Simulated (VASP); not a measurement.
Input of a VASP 6.6.1 run:

File INCAR:

```
  ALGO = Normal
  EDIFF = 1E-6
  ENCUT = 520
  GGA = PE
  ISIF = 2
  ISMEAR = 0
  ISPIN = 2
  LASPH = True
  LCHARG = False
  LMAXMIX = 4
  LORBIT = 11
  LREAL = False
  LWAVE = False
  MAGMOM = 0 0 0 0 0 1 0 0 0 0
  NBANDS = 40
  NELM = 150
  PREC = Accurate
  SIGMA = 0.1
```

The input KPOINTS:

```
k-points
0
Gamma
  4 4 4
```

POSCAR

```
MgAuC4N4
1.0
    5.9553680300      0.0000000000      0.0000000000
    0.0000000000      5.9553680300      0.0000000000
    0.0000000000      0.0000000000      5.9553680300
Mg C Au N
1 4 1 4
Direct
    0.0000000000      0.0000000000      0.0000000000
    0.1919534700      0.1919534700      0.1919534700
    0.1919534700      0.8080465300      0.8080465300
    0.8080465300      0.1919534700      0.8080465300
    0.8080465300      0.8080465300      0.1919534700
    0.5000000000      0.5000000000      0.5000000000
    0.3053805100      0.3053805100      0.3053805100
    0.3053805100      0.6946194900      0.6946194900
    0.6946194900      0.3053805100      0.6946194900
    0.6946194900      0.6946194900      0.3053805100
```

Potentials or basis: VASP PAW PBE potentials, release 64 (Mg, C, Au, N).

Run with:

```console
$ cat potpaw_PBE.64/Mg/POTCAR potpaw_PBE.64/C/POTCAR potpaw_PBE.64/Au/POTCAR potpaw_PBE.64/N/POTCAR > POTCAR
$ mpirun -np 1 vasp_std > vasp.out
```

Question: What does it give for the largest force?

Answer: 1.953 eV/Å.

Question: Estimate the pressure.

Answer: 8.2 GPa.

Question: Estimate the site moments.

Answer: Mg +0.00; C +0.03; Au +0.51; N +0.05 μB.

Question: What does it give for the net moment?

Answer: 1.00 μB per cell.

Forces on the atoms (eV/Å):
```
Mg   0.000  0.000  0.000
C    1.128  1.128  1.128
C    1.128 -1.128 -1.128
C   -1.128  1.128 -1.128
C   -1.128 -1.128  1.128
Au   0.000  0.000  0.000
N   -0.818 -0.818 -0.818
N   -0.818  0.818  0.818
N    0.818 -0.818  0.818
N    0.818  0.818 -0.818
```

Caveat: the cell stands under pressure; forces of over 1 eV/Å act on the atoms, so gaps and moduli don't describe the material at rest.
